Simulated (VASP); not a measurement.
# AlNi3 (I4mm) in VASP: single point with PBEsol

Aim: the single point of AlNi3 with PBEsol.

Program: VASP 6.6.1. These are calculated values, not measurements. Logs are shortened: lines on timing, memory, paths and dates and some standing lists are left out, and cuts for length are marked.

### Step 1. The cell of the first run

Symmetry: I4mm, No. 107, tetragonal system. The conventional cell has a = 3.958 Å, b = 3.958 Å, c = 5.597 Å, α = 90.00°, β = 90.00°, γ = 90.00°. Within 3.2 Å of Al (site symmetry 4mm) lie 14 Ni at 2.42 to 2.91 Å. Within 3.1 Å of Ni (site symmetry 2mm) lie 10 Ni at 2.36 to 2.80 Å and 4 Al at 2.42 to 2.43 Å. Ni (site symmetry 4mm) has 8 Ni at 2.36 to 2.49 Å and 6 Al at 2.69 to 2.91 Å within 3.1 Å.

### Step 2. Single point, PBEsol (atoms displaced along a vibrational mode)

INCAR

```
SYSTEM = AlNi3
PREC     = Accurate       ! precision mode
ENCUT    = 520            ! plane-wave cutoff, eV
EDIFF    = 1E-7           ! SCF threshold, eV
ISMEAR   = 0              ! smearing method
SIGMA    = 0.15           ! smearing width, eV
LREAL    = .FALSE.        ! projectors in reciprocal space
LASPH    = .TRUE.         ! aspherical terms in the spheres
NELM     = 100            ! most SCF steps
ALGO     = Fast           ! electronic algorithm
ISIF     = 2              ! what is computed and relaxed
LWAVE    = .FALSE.        ! write WAVECAR
LCHARG   = .TRUE.         ! write CHGCAR
GGA      = PS             ! functional
LELF     = .TRUE.         ! ELF
LVHAR    = .TRUE.       
NBANDS   = 24             ! bands
```

KPOINTS

```
Automatic mesh
0
G
  14 14 14
  0 0 0
```

POSCAR

```
AlNi3
1.0
    0.0000000000      2.7984078593      2.7984078593
    2.7984078593      0.0000000000      2.7984078593
    2.7984078593      2.7984078593      0.0000000000
Al Ni
1 3
Direct
    0.5061022548      0.4938977452      0.4938977452
    0.2552976257      0.2447023743      0.2447023743
   -0.0134004769      0.0134004769      0.0134004769
    0.7552976257      0.7447023743      0.7447023743
```

Potentials or basis: VASP PAW PBE potentials, release 64 (Al, Ni).

Command:

```console
$ cat potpaw_PBE.64/Al/POTCAR potpaw_PBE.64/Ni/POTCAR > POTCAR
$ mpirun -np 1 vasp_std > vasp.out
```

OUTCAR:

```text
SYSTEM = AlNi3
   PREC = Accurate
   ENCUT = 520
   EDIFF = 1E-7
   ISMEAR = 0
   LREAL = .FALSE.
   LASPH = .TRUE.
   NELM = 100
   ISIF = 2
   GGA = PS

 ion  position               nearest neighbor table
   1  0.506  0.494  0.494-   2 2.42   2 2.42   4 2.42   4 2.42   4 2.43   2 2.43   2 2.43   4 2.43
                             3 2.69   3 2.80   3 2.80   3 2.80   3 2.80   3 2.91
   2  0.255  0.245  0.245-   3 2.36   3 2.36   1 2.42   1 2.42   1 2.43   1 2.43   3 2.49   3 2.49
                             4 2.80   4 2.80   4 2.80   4 2.80   4 2.80   4 2.80
   3  0.987  0.013  0.013-   4 2.36   4 2.36   2 2.36   2 2.36   4 2.49   2 2.49   2 2.49   4 2.49
                             1 2.69   1 2.80   1 2.80   1 2.80   1 2.80   1 2.91
   4  0.755  0.745  0.745-   3 2.36   3 2.36   1 2.42   1 2.42   1 2.43   1 2.43   3 2.49   3 2.49
                             2 2.80   2 2.80   2 2.80   2 2.80   2 2.80   2 2.80

  LATTYP: Found a face centered cubic cell.
 ALAT       =     5.5968157186

  Lattice vectors:

 A1 = (   0.0000000000,   2.7984078593,   2.7984078593)
 A2 = (   2.7984078593,   0.0000000000,   2.7984078593)
 A3 = (   2.7984078593,   2.7984078593,   0.0000000000)

Analysis of symmetry for initial positions (statically):
=====================================================================
 Subroutine PRICEL returns:
 Original cell was already a primitive cell.

 Routine SETGRP: Setting up the symmetry group for a
 face centered cubic supercell.

 Subroutine GETGRP returns: Found  8 space group operations
 (whereof  8 operations were pure point group operations)
 out of a pool of 48 trial point group operations.

The static configuration has the point symmetry C_4v.

Analysis of symmetry for dynamics (positions and initial velocities):
=====================================================================
 Subroutine PRICEL returns:
 Original cell was already a primitive cell.

 Routine SETGRP: Setting up the symmetry group for a
 face centered cubic supercell.

 Subroutine GETGRP returns: Found  8 space group operations
 (whereof  8 operations were pure point group operations)
 out of a pool of 48 trial point group operations.

The dynamic configuration has the point symmetry C_4v.

 Subroutine INISYM returns: Found  8 space group operations
 (whereof  8 operations are pure point group operations),
 and found     1 'primitive' translations

----------------------------------------------------------------------------------------

                                     Primitive cell

  volume of cell :      43.8291

  direct lattice vectors                    reciprocal lattice vectors
     0.000000000  2.798407859  2.798407859    -0.178673026  0.178673026  0.178673026
     2.798407859  0.000000000  2.798407859     0.178673026 -0.178673026  0.178673026
     2.798407859  2.798407859  0.000000000     0.178673026  0.178673026 -0.178673026

  length of vectors
     3.957546348  3.957546348  3.957546348     0.309470759  0.309470759  0.309470759

  position of ions in fractional coordinates (direct lattice)
     0.506102255  0.493897745  0.493897745
     0.255297626  0.244702374  0.244702374
     0.986599523  0.013400477  0.013400477
     0.755297626  0.744702374  0.744702374

  ion indices of the primitive-cell ions
   primitive index   ion index
                 1           1
                 2           2
                 3           3
                 4           4

----------------------------------------------------------------------------------------

 KPOINTS: Automatic mesh

Automatic generation of k-mesh.
 Grid dimensions read from file:
 generate k-points for:   14   14   14

 Generating k-lattice:

  Cartesian coordinates                     Fractional coordinates (reciprocal lattice)
    -0.012762359  0.012762359  0.012762359     0.071428571  0.000000000  0.000000000
     0.012762359 -0.012762359  0.012762359     0.000000000  0.071428571  0.000000000
     0.012762359  0.012762359 -0.012762359     0.000000000  0.000000000  0.071428571

  Length of vectors
     0.022105054  0.022105054  0.022105054

  Shift w.r.t. Gamma in fractional coordinates (k-lattice)
     0.000000000  0.000000000  0.000000000

 Subroutine IBZKPT returns following result:
 ===========================================

 Found    244 irreducible k-points:

 Following reciprocal coordinates:
            Coordinates               Weight
  0.000000  0.000000  0.000000      1.000000
  0.071429  0.000000  0.000000      8.000000
  0.142857  0.000000  0.000000      8.000000
  0.214286  0.000000  0.000000      8.000000
  0.285714  0.000000  0.000000      8.000000
  0.357143  0.000000  0.000000      8.000000
[... 16 lines left out ...]
 -0.428571  0.071429  0.000000     16.000000
  0.000000 -0.428571  0.071429      8.000000
 [... further k-points ...]
   k-points           NKPTS =    244   k-points in BZ     NKDIM =    244   number of bands    NBANDS=     24
   number of dos      NEDOS =    301   number of ions     NIONS =      4
   total plane-waves  NPLWV =  27000
   dimension x,y,z NGX =    30 NGY =   30 NGZ =   30
   dimension x,y,z NGXF=    60 NGYF=   60 NGZF=   60
   ions per type =               1   3
   NGX,Y,Z   is equivalent  to a cutoff of  12.60, 12.60, 12.60 a.u.
   NGXF,Y,Z  is equivalent  to a cutoff of  25.20, 25.20, 25.20 a.u.
 SYSTEM =  AlNi3
   PREC   = accura    normal or accurate (medium, high low for compatibility)
   ISTART =      0    job   : 0-new  1-cont  2-samecut
   ICHARG =      2    charge: 1-file 2-atom 10-const
   ISPIN  =      1    spin polarized calculation?
   LNONCOLLINEAR =      F non collinear calculations
   LSORBIT =      F    spin-orbit coupling
   LASPH  =      T    aspherical Exc in radial PAW
   ENCUT  =  520.0 eV  38.22 Ry    6.18 a.u.   7.36  7.36  7.36*2*pi/ulx,y,z
   NELM   =    100;   NELMIN=  2; NELMDL= -5     # of ELM steps
   EDIFF  = 0.1E-06   stopping-criterion for ELM
   LREAL  =      F    real-space projection
   EDIFFG = 0.1E-05   stopping-criterion for IOM
   NSW    =      0    number of steps for IOM
   IBRION =     -1    ionic relax: 0-MD 1-quasi-New 2-CG
   NFREE  =      0    steps in history (QN), initial steepest desc. (CG)
   ISIF   =      2    stress and relaxation
   ISYM   =      2    0-nonsym 1-usesym 2-fastsym
   POTIM  = 0.5000    time-step for ionic-motion
   TEBEG  =    0.0;   TEEND  =   0.0 temperature during run
   PSTRESS=    0.0 pullay stress
   NELECT =      33.0000    total number of electrons
   NUPDOWN=      -1.0000    fix difference up-down
   EMIN   =  10.00;   EMAX   =-10.00  energy-range for DOS
   EFERMI =   0.00;   METHOD = LEGACY
   ISMEAR =     0;   SIGMA  =   0.15  broadening in eV -4-tet -1-fermi 0-gaus
   EFERMI_NEDOS =   21; number of points for ismear=-14 and -15
   IALGO  =     68    algorithm
   IMIX   =      4    mixing-type and parameters
     AMIX     =   0.40;   BMIX     =  1.00
     AMIX_MAG =   1.60;   BMIX_MAG =  1.00
  volume/ion in A,a.u.               =      10.96        73.94
  Fermi-wavevector in a.u.,A,eV,Ry     =   1.489333  2.814431 30.179255  2.218113
  Thomas-Fermi vector in A             =   2.602255
   LORBIT       =      0    0 simple, 1 ext, 2 COOP (PROOUT), +10 PAW based schemes
   GGA     = PS    functional components
   LHFCALC =     F    Hartree Fock is set to
   AEXX    =    0.0000 exact exchange contribution
   IVDW    =     0    specifies the selected vdW correction
   LEPSILON=     F    determine dielectric tensor
   LRPA    =     F    only Hartree local field effects (RPA)
 non-spin polarized calculation
 RMM-DIIS sequential band-by-band and
 Gauss-broadening in eV      SIGMA  =   0.15
  energy-cutoff  :      520.00
  volume of cell :       43.83
 maximum number of plane-waves:      1243
 NGX is ok and might be reduce to    30
   NGX = 15   NGY = 15   NGZ = 15

 number of electron      32.9999996 magnetization

 Free energy of the ion-electron system (eV)
  ---------------------------------------------------
  ext. energy  EPLUGINS =         0.00000000
  ---------------------------------------------------
  free energy    TOTEN  =       -24.03442559 eV

  energy without entropy =      -24.00261418  energy(sigma->0) =      -24.01851989

 E-fermi :   9.8605     XC(G=0): -12.9812

 val. band max:        9.8582199346   @ k =   0.0000   0.5000   0.5000
 cond. band min:       9.8618308771   @ k =   0.0714  -0.4286   0.4286
 fundamental gap:      0.0036109425
 Fermi energy:         9.8605301415

 k-point     1 :       0.0000    0.0000    0.0000
  band No.  band energies     occupation
      1      -0.3785      2.00000
      2       6.1737      2.00000
      3       6.2086      2.00000
      4       6.3534      2.00000
      5       6.3534      2.00000
      6       6.4107      2.00000
[... 16 lines left out ...]
     23      17.0389      0.00000
     24      18.5968      0.00000

 k-point     2 :       0.0714    0.0000    0.0000
  band No.  band energies     occupation
      1      -0.3022      2.00000
      2       6.1510      2.00000
      3       6.1752      2.00000
      4       6.3206      2.00000
      5       6.4284      2.00000
      6       6.4651      2.00000
[... 16 lines left out ...]
     23      17.4083      0.00000
     24      18.4011      0.00000

 k-point     3 :       0.1429    0.0000    0.0000
  band No.  band energies     occupation
      1      -0.0749      2.00000
      2       6.1085      2.00000
      3       6.1465      2.00000
      4       6.2205      2.00000
      5       6.5762      2.00000
      6       6.5968      2.00000
[... 16 lines left out ...]
     23      17.8088      0.00000
     24      18.2616      0.00000

 k-point     4 :       0.2143    0.0000    0.0000
  band No.  band energies     occupation
      1       0.2987      2.00000
      2       5.9259      2.00000
      3       6.1526      2.00000
      4       6.1706      2.00000
      5       6.7496      2.00000
      6       6.7562      2.00000
[... 16 lines left out ...]
     23      17.9647      0.00000
     24      18.6009      0.00000

 k-point     5 :       0.2857    0.0000    0.0000
  band No.  band energies     occupation
      1       0.8099      2.00000
      2       5.4835      2.00000
      3       6.1891      2.00000
      4       6.1986      2.00000
      5       6.9035      2.00000
      6       6.9202      2.00000
[... 16 lines left out ...]
     23      17.9995      0.00000
     24      19.3959      0.00000

 k-point     6 :       0.3571    0.0000    0.0000
  band No.  band energies     occupation
      1       1.4443      2.00000
      2       4.7960      2.00000
      3       6.2411      2.00000
      4       6.2488      2.00000
      5       6.9751      2.00000
      6       7.0526      2.00000
[... 16 lines left out ...]
     23      17.9865      0.00000
     24      20.3762      0.00000
[... 379 lines left out ...]
 k-point    21 :       0.5000    0.0714    0.0000
  band No.  band energies     occupation
      1       2.6918      2.00000
      2       3.5279      2.00000
      3       6.2225      2.00000
      4       6.3521      2.00000
      5       6.9626      2.00000
      6       7.1016      2.00000
[... 16 lines left out ...]
     23      18.3628      0.00000
     24      21.1954      0.00000

 k-point    22 :       0.0000    0.5000    0.0714
  band No.  band energies     occupation
      1       2.6914      2.00000
      2       3.5284      2.00000
      3       6.2291      2.00000
      4       6.3458      2.00000
      5       6.9693      2.00000
      6       7.1226      2.00000
[... 16 lines left out ...]
     23      18.3620      0.00000
     24      21.1965      0.00000

 k-point    23 :      -0.4286    0.0714    0.0000
  band No.  band energies     occupation
      1       2.4711      2.00000
      2       3.7612      2.00000
      3       6.2479      2.00000
      4       6.3113      2.00000
      5       6.9516      2.00000
      6       7.1124      2.00000
[... 16 lines left out ...]
     23      18.3796      0.00000
     24      21.1747      0.00000

 k-point    24 :       0.0000   -0.4286    0.0714
  band No.  band energies     occupation
      1       2.4714      2.00000
      2       3.7609      2.00000
      3       6.2560      2.00000
      4       6.3055      2.00000
      5       6.9481      2.00000
      6       7.1233      2.00000
[... 16 lines left out ...]
     23      18.3776      0.00000
     24      21.1753      0.00000

 [... further k-points ...]
[... 5 lines left out ...]
  --------------------------------------------------------------------------------------
  -------------------------------------------------------------------------------------
  Total        0.1707142      0.2453833      0.2453833      0.0000000      0.0000000      0.0000000
  in kB        6.2404703      8.9700012      8.9700012      0.0000000      0.0000000      0.0000000
  external PRESSURE =       8.0601576 kB  Pullay stress =       0.0000000 kB

 VOLUME and BASIS-vectors are now :
 -----------------------------------------------------------------------------
  energy-cutoff  :      520.00
  volume of cell :       43.83
      direct lattice vectors                 reciprocal lattice vectors
     0.000000000  2.798407859  2.798407859    -0.178673026  0.178673026  0.178673026
     2.798407859  0.000000000  2.798407859     0.178673026 -0.178673026  0.178673026
     2.798407859  2.798407859  0.000000000     0.178673026  0.178673026 -0.178673026

 POSITION                                       TOTAL-FORCE (eV/Angst)
 -----------------------------------------------------------------------------------
      2.76425      2.79841      2.79841         0.207449      0.000000      0.000000
      1.36955      1.39920      1.39920         0.380529      0.000000      0.000000
      0.07500      2.79841      2.79841        -0.968507      0.000000      0.000000
      4.16796      4.19761      4.19761         0.380529      0.000000      0.000000
 -----------------------------------------------------------------------------------
    total drift:                                0.000843      0.000004      0.000003

  FREE ENERGIE OF THE ION-ELECTRON SYSTEM (eV)
  ---------------------------------------------------
  free  energy   TOTEN  =       -24.0344255878 eV

  energy  without entropy=      -24.0026141823  energy(sigma->0) =      -24.01851989
```

Run time: 3 min. Hardware: 1 thread of AMD EPYC 9R45 (Zen 5), shared host; peak memory 0.31 GiB.

Results:

```yaml
Free_energy: -24.0344 eV
Pressure: 0.8 GPa
Largest_force: 0.969 eV/Å
Band_gap_on_the_k_mesh: zero (an odd number of electrons rules out a gap without spin polarisation)
```

Forces in eV/Å, atoms in the order of the input:
```
Al   0.207  0.000  0.000
Ni   0.381  0.000  0.000
Ni  -0.969  0.000  0.000
Ni   0.381  0.000  0.000
```

Caveat: the cell differs from its parent crystal (atoms displaced along a vibrational mode); the PAW data sets were made with another functional, which shifts forces and pressure a little.
